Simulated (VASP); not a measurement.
# MgO (P6_3/mmc) in VASP: a series of runs, part 2 of 3

VASP 6.6.1.

## (5) Single point, PBE (volume 11.563 Å^3 an atom, c/a of the conventional cell 1.2632)

INCAR

```
SYSTEM = MgO
ALGO = Normal ; EDIFF = 1E-6
ENCUT = 520 ; GGA = PE
ISIF = 2 ; ISMEAR = 0
LASPH = .TRUE. ; LCHARG = .FALSE.
LREAL = .FALSE. ; LWAVE = .FALSE.
NBANDS = 16 ; NELM = 60
PREC = Accurate ; SIGMA = 0.05
```

KPOINTS

```
k-points
0
G
  9 9 6
  0 0 0
```

POSCAR

```
MgO
1.0
    3.4837147668      0.0000000000      0.0000000000
   -1.7418573834      3.0169854876      0.0000000000
    0.0000000000      0.0000000000      4.4006284934
Mg O
2 2
Direct
    0.6666666667      0.3333333333      0.7500000000
    0.3333333333      0.6666666667      0.2500000000
    0.6666666667      0.3333333333      0.2500000000
    0.3333333333      0.6666666667      0.7500000000
```

Potentials or basis: VASP PAW PBE potentials, release 64 (Mg, O).

On the command line:

```sh
$ cat potpaw_PBE.64/Mg/POTCAR potpaw_PBE.64/O/POTCAR > POTCAR
$ mpirun -np 1 vasp_std > vasp.out
```

OUTCAR:

```text
SYSTEM = MgO
   EDIFF = 1E-6
   ENCUT = 520
   GGA = PE
   ISIF = 2
   ISMEAR = 0
   LASPH = .TRUE.
   LREAL = .FALSE.
   NELM = 60
   PREC = Accurate

 ion  position               nearest neighbor table
   1  0.667  0.333  0.750-   4 2.01   4 2.01   4 2.01   3 2.20   3 2.20   2 2.98   2 2.98   2 2.98
                             2 2.98   2 2.98   2 2.98
   2  0.333  0.667  0.250-   3 2.01   3 2.01   3 2.01   4 2.20   4 2.20   1 2.98   1 2.98   1 2.98
                             1 2.98   1 2.98   1 2.98
   3  0.667  0.333  0.250-   2 2.01   2 2.01   2 2.01   1 2.20   1 2.20
   4  0.333  0.667  0.750-   1 2.01   1 2.01   1 2.01   2 2.20   2 2.20

  LATTYP: Found a hexagonal cell.
 ALAT       =     3.4837147668
 C/A-ratio  =     1.2632000000

  Lattice vectors:

 A1 = (   3.4837147668,   0.0000000000,   0.0000000000)
 A2 = (  -1.7418573834,   3.0169854876,   0.0000000000)
 A3 = (   0.0000000000,   0.0000000000,   4.4006284934)

Analysis of symmetry for initial positions (statically):
=====================================================================
 Subroutine PRICEL returns:
 Original cell was already a primitive cell.

 Routine SETGRP: Setting up the symmetry group for a
 hexagonal supercell.

 Subroutine GETGRP returns: Found 24 space group operations
 (whereof 12 operations were pure point group operations)
 out of a pool of 24 trial point group operations.

The static configuration has the point symmetry D_3d.
 The point group associated with its full space group is D_6h.

Analysis of symmetry for dynamics (positions and initial velocities):
=====================================================================
 Subroutine PRICEL returns:
 Original cell was already a primitive cell.

 Routine SETGRP: Setting up the symmetry group for a
 hexagonal supercell.

 Subroutine GETGRP returns: Found 24 space group operations
 (whereof 12 operations were pure point group operations)
 out of a pool of 24 trial point group operations.

The dynamic configuration has the point symmetry D_3d.
 The point group associated with its full space group is D_6h.

 Subroutine INISYM returns: Found 24 space group operations
 (whereof 12 operations are pure point group operations),
 and found     1 'primitive' translations

----------------------------------------------------------------------------------------

                                     Primitive cell

  volume of cell :      46.2520

  direct lattice vectors                    reciprocal lattice vectors
     3.483714767  0.000000000  0.000000000     0.287049907  0.165728341  0.000000000
    -1.741857383  3.016985488  0.000000000     0.000000000  0.331456682  0.000000000
     0.000000000  0.000000000  4.400628493     0.000000000  0.000000000  0.227240268

  length of vectors
     3.483714767  3.483714767  4.400628493     0.331456682  0.331456682  0.227240268

  position of ions in fractional coordinates (direct lattice)
     0.666666667  0.333333333  0.750000000
     0.333333333  0.666666667  0.250000000
     0.666666667  0.333333333  0.250000000
     0.333333333  0.666666667  0.750000000

  ion indices of the primitive-cell ions
   primitive index   ion index
                 1           1
                 2           2
                 3           3
                 4           4

[... 21 lines left out ...]
 Subroutine IBZKPT returns following result:
 ===========================================

 Found     48 irreducible k-points:

 Following reciprocal coordinates:
            Coordinates               Weight
  0.000000  0.000000  0.000000      1.000000
  0.111111 -0.000000  0.000000      6.000000
  0.222222 -0.000000  0.000000      6.000000
  0.333333  0.000000  0.000000      6.000000
  0.444444 -0.000000  0.000000      6.000000
  0.111111  0.111111  0.000000      6.000000
[... 16 lines left out ...]
  0.333333  0.222222  0.166667     24.000000
  0.333333  0.333333  0.166667      4.000000
 [... further k-points ...]
   k-points           NKPTS =     48   k-points in BZ     NKDIM =     48   number of bands    NBANDS=     16
   number of dos      NEDOS =    301   number of ions     NIONS =      4
   total plane-waves  NPLWV =  28224
   dimension x,y,z NGX =    28 NGY =   28 NGZ =   36
   dimension x,y,z NGXF=    56 NGYF=   56 NGZF=   72
   ions per type =               2   2
   NGX,Y,Z   is equivalent  to a cutoff of  13.36, 13.36, 13.60 a.u.
   NGXF,Y,Z  is equivalent  to a cutoff of  26.72, 26.72, 27.20 a.u.
 SYSTEM =  MgO
   PREC   = accura    normal or accurate (medium, high low for compatibility)
   ISTART =      0    job   : 0-new  1-cont  2-samecut
   ICHARG =      2    charge: 1-file 2-atom 10-const
   ISPIN  =      1    spin polarized calculation?
   LNONCOLLINEAR =      F non collinear calculations
   LSORBIT =      F    spin-orbit coupling
   LASPH  =      T    aspherical Exc in radial PAW
   ENCUT  =  520.0 eV  38.22 Ry    6.18 a.u.   6.48  6.48  8.18*2*pi/ulx,y,z
   NELM   =     60;   NELMIN=  2; NELMDL= -5     # of ELM steps
   EDIFF  = 0.1E-05   stopping-criterion for ELM
   LREAL  =      F    real-space projection
   EDIFFG = 0.1E-04   stopping-criterion for IOM
   NSW    =      0    number of steps for IOM
   IBRION =     -1    ionic relax: 0-MD 1-quasi-New 2-CG
   NFREE  =      0    steps in history (QN), initial steepest desc. (CG)
   ISIF   =      2    stress and relaxation
   ISYM   =      2    0-nonsym 1-usesym 2-fastsym
   POTIM  = 0.5000    time-step for ionic-motion
   TEBEG  =    0.0;   TEEND  =   0.0 temperature during run
   PSTRESS=    0.0 pullay stress
   NELECT =      16.0000    total number of electrons
   NUPDOWN=      -1.0000    fix difference up-down
   EMIN   =  10.00;   EMAX   =-10.00  energy-range for DOS
   EFERMI =   0.00;   METHOD = LEGACY
   ISMEAR =     0;   SIGMA  =   0.05  broadening in eV -4-tet -1-fermi 0-gaus
   EFERMI_NEDOS =   21; number of points for ismear=-14 and -15
   IALGO  =     38    algorithm
   IMIX   =      4    mixing-type and parameters
     AMIX     =   0.40;   BMIX     =  1.00
     AMIX_MAG =   1.60;   BMIX_MAG =  1.00
  volume/ion in A,a.u.               =      11.56        78.03
  Fermi-wavevector in a.u.,A,eV,Ry     =   1.149224  2.171718 17.969427  1.320716
  Thomas-Fermi vector in A             =   2.285895
   LORBIT       =      0    0 simple, 1 ext, 2 COOP (PROOUT), +10 PAW based schemes
   GGA     = PE    functional components
   LHFCALC =     F    Hartree Fock is set to
   AEXX    =    0.0000 exact exchange contribution
   IVDW    =     0    specifies the selected vdW correction
   LEPSILON=     F    determine dielectric tensor
   LRPA    =     F    only Hartree local field effects (RPA)
 non-spin polarized calculation
 Gauss-broadening in eV      SIGMA  =   0.05
  energy-cutoff  :      520.00
  volume of cell :       46.25
 maximum number of plane-waves:      1275
 NGX is ok and might be reduce to    28
   NGX = 13   NGY = 13   NGZ = 17

 number of electron      15.9999995 magnetization

 Free energy of the ion-electron system (eV)
  ---------------------------------------------------
  ext. energy  EPLUGINS =         0.00000000
  ---------------------------------------------------
  free energy    TOTEN  =       -23.63754613 eV

  energy without entropy =      -23.63754613  energy(sigma->0) =      -23.63754613

 E-fermi :   2.0031     XC(G=0):  -9.8645

 val. band max:        1.7640043793   @ k =   0.0000   0.0000   0.0000
 cond. band min:       4.8751375778   @ k =   0.0000   0.0000   0.0000
 fundamental gap:      3.1111331985
 Fermi energy:         2.0030767928

 k-point     1 :       0.0000    0.0000    0.0000
  band No.  band energies     occupation
      1     -15.0162      2.00000
      2     -13.8292      2.00000
      3      -1.8509      2.00000
      4       0.1280      2.00000
      5       0.1280      2.00000
      6       0.8928      2.00000
[... 433 lines left out ...]
      3      -1.5896      2.00000
      4      -0.9845      2.00000
      5      -0.9845      2.00000
      6       0.4379      2.00000
[... 8 lines left out ...]
     15      15.1525      0.00000
     16      17.8396      0.00000

 [... further k-points ...]
[... 5 lines left out ...]
  --------------------------------------------------------------------------------------
  -------------------------------------------------------------------------------------
  Total        0.0027524      0.0027524     -1.8341280      0.0000000      0.0000000      0.0000000
  in kB        0.0953425      0.0953425    -63.5345139      0.0000000      0.0000000      0.0000000
  external PRESSURE =     -21.1146096 kB  Pullay stress =       0.0000000 kB

 VOLUME and BASIS-vectors are now :
 -----------------------------------------------------------------------------
  energy-cutoff  :      520.00
  volume of cell :       46.25
      direct lattice vectors                 reciprocal lattice vectors
     3.483714767  0.000000000  0.000000000     0.287049907  0.165728341  0.000000000
    -1.741857383  3.016985488  0.000000000     0.000000000  0.331456682  0.000000000
     0.000000000  0.000000000  4.400628493     0.000000000  0.000000000  0.227240268

 POSITION                                       TOTAL-FORCE (eV/Angst)
 -----------------------------------------------------------------------------------
      1.74186      1.00566      3.30047         0.000000      0.000000      0.000000
     -0.00000      2.01132      1.10016        -0.000000     -0.000000      0.000000
      1.74186      1.00566      1.10016         0.000000     -0.000000      0.000000
     -0.00000      2.01132      3.30047        -0.000000      0.000000      0.000000
 -----------------------------------------------------------------------------------
    total drift:                               -0.000000      0.000000     -0.000000

  FREE ENERGIE OF THE ION-ELECTRON SYSTEM (eV)
  ---------------------------------------------------
  free  energy   TOTEN  =       -23.6375461254 eV

  energy  without entropy=      -23.6375461254  energy(sigma->0) =      -23.63754613
```

stdout:

```text
POSCAR found type information on POSCAR MgO
 POSCAR found :  2 types and       4 ions
 scaLAPACK will be used
 LDA part: xc-table for (Slater+PW92), standard interpolation
 POSCAR, INCAR and KPOINTS ok, starting setup
 FFT: planning ... GRIDC
 FFT: planning ... GRID_SOFT
 FFT: planning ... GRID
 WAVECAR not read
 entering main loop
```

Run time: 58 s. Hardware: 1 thread of AMD EPYC 7R13, shared host; peak memory 0.16 GiB.

What came out:

- Free energy: -23.6375 eV
- Pressure: -2.1 GPa
- Band gap on the k mesh: 3.11 eV, direct

(Part 2 of 3 ends here.)
